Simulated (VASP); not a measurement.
# TiTe2 (pbesol.b) (P-3m1) in VASP: a series of runs

Runs on TiTe2 (pbesol.b). Level: PBEsol. Tasks: single point, relaxation of cell and atoms.

All numbers are computed with VASP 6.6.1; they aren't measurements. Logs are shortened: lines on timing, memory, paths and dates and some standing lists are left out, and cuts for length are marked.

**1. The cell of the first run**

Symmetry: P-3m1, No. 164, trigonal system. The conventional cell has a = 3.696 Å, b = 3.696 Å, c = 6.448 Å, α = 90.00°, β = 90.00°, γ = 120.00°. Ti (site symmetry -3m) has 6 Te at 2.74 Å within 3.6 Å. Te (site symmetry 3m) has 3 Ti at 2.74 Å within 3.6 Å.

**2. Single point, PBEsol**

INCAR

```
PREC     = Accurate       # precision mode
ENCUT    = 520            # plane-wave cutoff, eV
EDIFF    = 1E-7           # SCF threshold, eV
ISMEAR   = -1             # smearing method
SIGMA    = 0.15           # smearing width, eV
LREAL    = False          # projectors in reciprocal space
LASPH    = True           # aspherical terms in the spheres
NELM     = 100            # most SCF steps
ALGO     = Normal         # electronic algorithm
ISIF     = 2              # what is computed and relaxed
LWAVE    = False          # write WAVECAR
LCHARG   = True           # write CHGCAR
GGA      = PS             # functional
LELF     = True           # ELF
LVHAR    = True         
NBANDS   = 19             # bands
```

KPOINTS

```
regular mesh
0
Gamma
  15 15 8
```

POSCAR

```
TiTe2
1.0
    3.6964541253      0.0000000000      0.0000000000
   -1.8482270626      3.2012231765      0.0000000000
    0.0000000000      0.0000000000      6.4481092371
Ti Te
1 2
Direct
    0.0000000000      0.0000000000      0.0000000000
    0.6666666667      0.3333333333      0.2673742384
    0.3333333333      0.6666666667      0.7326257616
```

Potentials or basis: VASP PAW PBE potentials, release 64 (Ti_sv, Te).

Launch:

```console
$ cat potpaw_PBE.64/Ti_sv/POTCAR potpaw_PBE.64/Te/POTCAR > POTCAR
$ mpirun -np 1 vasp_std > vasp.out
```

OUTCAR:

```text
PREC = Accurate
   ENCUT = 520
   EDIFF = 1E-7
   ISMEAR = -1
   LREAL = False
   LASPH = True
   NELM = 100
   ISIF = 2
   GGA = PS

 ion  position               nearest neighbor table
   1  0.000  0.000  0.000-   2 2.74   3 2.74   2 2.74   3 2.74   2 2.74   3 2.74
   2  0.667  0.333  0.267-   1 2.74   1 2.74   1 2.74   3 3.68   3 3.68   3 3.68
   3  0.333  0.667  0.733-   1 2.74   1 2.74   1 2.74   2 3.68   2 3.68   2 3.68

  LATTYP: Found a hexagonal cell.
 ALAT       =     3.6964541253
 C/A-ratio  =     1.7444039662

  Lattice vectors:

 A1 = (   3.6964541253,   0.0000000000,   0.0000000000)
 A2 = (  -1.8482270626,   3.2012231765,   0.0000000000)
 A3 = (   0.0000000000,   0.0000000000,   6.4481092371)

Analysis of symmetry for initial positions (statically):
=====================================================================
 Subroutine PRICEL returns:
 Original cell was already a primitive cell.

 Routine SETGRP: Setting up the symmetry group for a
 hexagonal supercell.

 Subroutine GETGRP returns: Found 12 space group operations
 (whereof 12 operations were pure point group operations)
 out of a pool of 24 trial point group operations.

The static configuration has the point symmetry D_3d.

Analysis of symmetry for dynamics (positions and initial velocities):
=====================================================================
 Subroutine PRICEL returns:
 Original cell was already a primitive cell.

 Routine SETGRP: Setting up the symmetry group for a
 hexagonal supercell.

 Subroutine GETGRP returns: Found 12 space group operations
 (whereof 12 operations were pure point group operations)
 out of a pool of 24 trial point group operations.

The dynamic configuration has the point symmetry D_3d.

 Subroutine INISYM returns: Found 12 space group operations
 (whereof 12 operations are pure point group operations),
 and found     1 'primitive' translations

----------------------------------------------------------------------------------------

                                     Primitive cell

  volume of cell :      76.3016

  direct lattice vectors                    reciprocal lattice vectors
     3.696454125  0.000000000  0.000000000     0.270529531  0.156190297  0.000000000
    -1.848227063  3.201223177  0.000000000     0.000000000  0.312380595  0.000000000
     0.000000000  0.000000000  6.448109237     0.000000000  0.000000000  0.155084221

[... 77 lines left out ...]
   ISTART =      0    job   : 0-new  1-cont  2-samecut
   ICHARG =      2    charge: 1-file 2-atom 10-const
   ISPIN  =      1    spin polarized calculation?
   LNONCOLLINEAR =      F non collinear calculations
   LSORBIT =      F    spin-orbit coupling
   LASPH  =      T    aspherical Exc in radial PAW
   ENCUT  =  520.0 eV  38.22 Ry    6.18 a.u.   6.87  6.87 11.99*2*pi/ulx,y,z
   NELM   =    100;   NELMIN=  2; NELMDL= -5     # of ELM steps
   EDIFF  = 0.1E-06   stopping-criterion for ELM
   LREAL  =      F    real-space projection
   EDIFFG = 0.1E-05   stopping-criterion for IOM
   NSW    =      0    number of steps for IOM
   IBRION =     -1    ionic relax: 0-MD 1-quasi-New 2-CG
   NFREE  =      0    steps in history (QN), initial steepest desc. (CG)
   ISIF   =      2    stress and relaxation
   ISYM   =      2    0-nonsym 1-usesym 2-fastsym
   POTIM  = 0.5000    time-step for ionic-motion
   TEBEG  =    0.0;   TEEND  =   0.0 temperature during run
   PSTRESS=    0.0 pullay stress
   NELECT =      24.0000    total number of electrons
   NUPDOWN=      -1.0000    fix difference up-down
   EMIN   =  10.00;   EMAX   =-10.00  energy-range for DOS
   EFERMI =   0.00;   METHOD = LEGACY
   ISMEAR =    -1;   SIGMA  =   0.15  broadening in eV -4-tet -1-fermi 0-gaus
   EFERMI_NEDOS =   21; number of points for ismear=-14 and -15
   IALGO  =     38    algorithm
   IMIX   =      4    mixing-type and parameters
     AMIX     =   0.40;   BMIX     =  1.00
     AMIX_MAG =   1.60;   BMIX_MAG =  1.00
  volume/ion in A,a.u.               =      25.43       171.64
  Fermi-wavevector in a.u.,A,eV,Ry     =   1.113356  2.103938 16.865257  1.239561
  Thomas-Fermi vector in A             =   2.249940
   LORBIT       =      0    0 simple, 1 ext, 2 COOP (PROOUT), +10 PAW based schemes
   GGA     = PS    functional components
   LHFCALC =     F    Hartree Fock is set to
   AEXX    =    0.0000 exact exchange contribution
   IVDW    =     0    specifies the selected vdW correction
   LEPSILON=     F    determine dielectric tensor
   LRPA    =     F    only Hartree local field effects (RPA)
 non-spin polarized calculation
  energy-cutoff  :      520.00
  volume of cell :       76.30
 maximum number of plane-waves:      2082
   NGX = 13   NGY = 13   NGZ = 23

 number of electron      24.0000001 magnetization

 Free energy of the ion-electron system (eV)
  ---------------------------------------------------
  ext. energy  EPLUGINS =         0.00000000
  ---------------------------------------------------
  free energy    TOTEN  =       -17.59302223 eV

  energy without entropy =      -17.48137054  energy(sigma->0) =      -17.53719638

 E-fermi :   7.2947     XC(G=0): -10.2511

 val. band max:        7.2921466715   @ k =   0.4667   0.0000   0.0000
 cond. band min:       7.2952832476   @ k =   0.1333   0.0000   0.0000
 fundamental gap:      0.0031365761
 Fermi energy:         7.2946999337

 k-point     1 :       0.0000    0.0000    0.0000
  band No.  band energies     occupation
      1     -49.7773      2.00000
      2     -26.1436      2.00000
      3     -26.1436      2.00000
      4     -26.1140      2.00000
      5      -5.4042      2.00000
      6      -3.7874      2.00000
[... 505 lines left out ...]
      6      -3.1161      2.00000
[... 11 lines left out ...]
     18      11.6685      0.00000
     19      14.8150      0.00000

 [... further k-points ...]
[... 5 lines left out ...]
  --------------------------------------------------------------------------------------
  -------------------------------------------------------------------------------------
  Total        0.0232868      0.0232868      0.0345409      0.0000000     -0.0000000      0.0000000
  in kB        0.4889751      0.4889751      0.7252888      0.0000000     -0.0000000      0.0000000
  external PRESSURE =       0.5677463 kB  Pullay stress =       0.0000000 kB

 VOLUME and BASIS-vectors are now :
 -----------------------------------------------------------------------------
  energy-cutoff  :      520.00
  volume of cell :       76.30
      direct lattice vectors                 reciprocal lattice vectors
     3.696454125  0.000000000  0.000000000     0.270529531  0.156190297  0.000000000
    -1.848227063  3.201223177  0.000000000     0.000000000  0.312380595  0.000000000
     0.000000000  0.000000000  6.448109237     0.000000000  0.000000000  0.155084221

 POSITION                                       TOTAL-FORCE (eV/Angst)
 -----------------------------------------------------------------------------------
      0.00000      0.00000      0.00000         0.000000      0.000000      0.000000
      1.84823      1.06707      1.72406        -0.000000      0.000000      0.019709
     -0.00000      2.13415      4.72405         0.000000     -0.000000     -0.019709
 -----------------------------------------------------------------------------------
    total drift:                                0.000000      0.000000     -0.000000

  FREE ENERGIE OF THE ION-ELECTRON SYSTEM (eV)
  ---------------------------------------------------
  free  energy   TOTEN  =       -17.5930222281 eV

  energy  without entropy=      -17.4813705380  energy(sigma->0) =      -17.53719638
```

stdout:

```text
POSCAR found type information on POSCAR TiTe
 POSCAR found :  2 types and       3 ions
 scaLAPACK will be used
 -----------------------------------------------------------------------------
|                                                                             |
|                                                                             |
|     You enforced a specific xc type in the INCAR file but a different       |
|     I HOPE YOU KNOW WHAT YOU ARE DOING!                                     |
|                                                                             |
 -----------------------------------------------------------------------------

 LDA part: xc-table for (Slater+PW92), standard interpolation
 POSCAR, INCAR and KPOINTS ok, starting setup
 FFT: planning ... GRIDC
 FFT: planning ... GRID_SOFT
 FFT: planning ... GRID
 WAVECAR not read
 entering main loop
```

Run time: 4.1 min. Hardware: 1 thread of Intel Xeon Platinum 8259CL at 2.50GHz (Skylake/Cascade Lake), shared host; peak memory 0.39 GiB.

What came out:

* Free energy: -17.5930 eV
* Pressure: 0.1 GPa
* Largest force: 0.020 eV/Å
* Band gap on the k mesh: zero (band 12 reaches 7.78 eV, above the bottom of band 13 at 6.96 eV)

Forces on the atoms (eV/Å):
```
Ti   0.000  0.000  0.000
Te   0.000  0.000  0.020
Te   0.000  0.000 -0.020
```

Caveat: the PAW data sets were made with another functional, which shifts forces and pressure a little; spin-orbit coupling is left out, which moves the levels of the heavy elements; this functional lacks dispersion, which binds the layers, so the pressure and a relaxed spacing across them are unreliable.

(Continued in part 2 of 2.)
